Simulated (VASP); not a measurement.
# TiB2: single point with PBE

TiB2:

```
CELL_PARAMETERS angstrom
3.07007 0.00000 0.00000
-1.53503 2.65876 0.00000
0.00000 0.00000 3.36903
ATOMIC_POSITIONS crystal
Ti 0.00000 0.00000 0.00000
B 0.33333 0.66667 0.50000
B 0.66667 0.33333 0.50000
```

```
Program                : VASP 6.6.1
Task                   : single point
Functional             : PBE
Potentials or basis    : VASP PAW PBE potentials, release 64 (Ti_sv, B)
Cutoff                 : 500 eV
k mesh                 : 15 × 15 × 12
Occupations            : fermi-dirac, width 1 eV
Spin                   : no spin polarisation
Dipole correction      : no
Further INCAR settings : ALGO = Normal; EDIFF = 1e-06; NBANDS = 16
```

```
Pressure               : 0.2 GPa
Band gap on the k mesh : zero (bands 9 and 10 overlap by 0.47 eV)
```

Levels at points of the mesh, in eV from the Fermi level:
```csv
k point,band 5,band 6,band 7,band 8,band 9,band 10,band 11,band 12,band 13,band 14
"(0.00, 0.00, 0.00)",-13.03,-2.49,-2.07,-2.07,-1.70,2.24,2.24,3.55,3.55,5.86
"(0.00, 0.00, 0.50)",-11.40,-7.24,-0.35,-0.35,0.43,0.43,0.83,0.83,1.68,6.67
```

Wall time 100 s on 1 thread of Intel Xeon 8259CL (shared host), peak memory 0.2 GiB.

Caveat: so wide a smearing shifts energies and pressures.
